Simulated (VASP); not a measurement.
Input of a VASP 6.6.1 run:

File INCAR:

```
PREC = Accurate ; ENCUT = 500
EDIFF = 1E-6 ; ISMEAR = 0
SIGMA = 0.1 ; LREAL = False
LASPH = True ; NELM = 120
ALGO = Normal ; ISIF = 2
LWAVE = False ; LCHARG = False
GGA = PE ; NBANDS = 48
GGA_COMPAT = False
```

The input KPOINTS:

```
Automatic mesh
0
Gamma
  6 6 6
```

Contents of POSCAR:

```
Bi4Te3
1.0
    6.5036364314      0.0000000000      0.0000000000
    0.0000000000      6.5036364314      0.0000000000
    0.0000000000      0.0000000000      6.5036364314
Bi Te
4 3
Direct
    0.8158230714      0.1841769286      0.1841769286
    0.1841769286      0.8158230714      0.1841769286
    0.1841769286      0.1841769286      0.8158230714
    0.8158230714      0.8158230714      0.8158230714
    0.5000000000      0.5000000000      0.0000000000
    0.5000000000      0.0000000000      0.5000000000
    0.0000000000      0.5000000000      0.5000000000
```

Potentials or basis: VASP PAW PBE potentials, release 64 (Bi_d, Te).

The run is started by

```console
$ cat potpaw_PBE.64/Bi_d/POTCAR potpaw_PBE.64/Te/POTCAR > POTCAR
$ mpirun -np 1 vasp_std > vasp.out
```

Question: Predict the band gap on the k mesh.

Answer: Zero (band 39 reaches 5.43 eV, above the bottom of band 40 at 4.59 eV).

Question: Estimate the pressure.

Answer: 0.0 GPa.

Question: Estimate the largest force.

Answer: 0.011 eV/Å.

Forces in eV/Å, atoms in the order of the input:
```
Bi  -0.007  0.007  0.007
Bi   0.007 -0.007  0.007
Bi   0.007  0.007 -0.007
Bi  -0.007 -0.007 -0.007
Te   0.000  0.000  0.000
Te   0.000  0.000  0.000
Te   0.000  0.000  0.000
```

Caveat: spin-orbit coupling is left out, which moves the levels of the heavy elements.
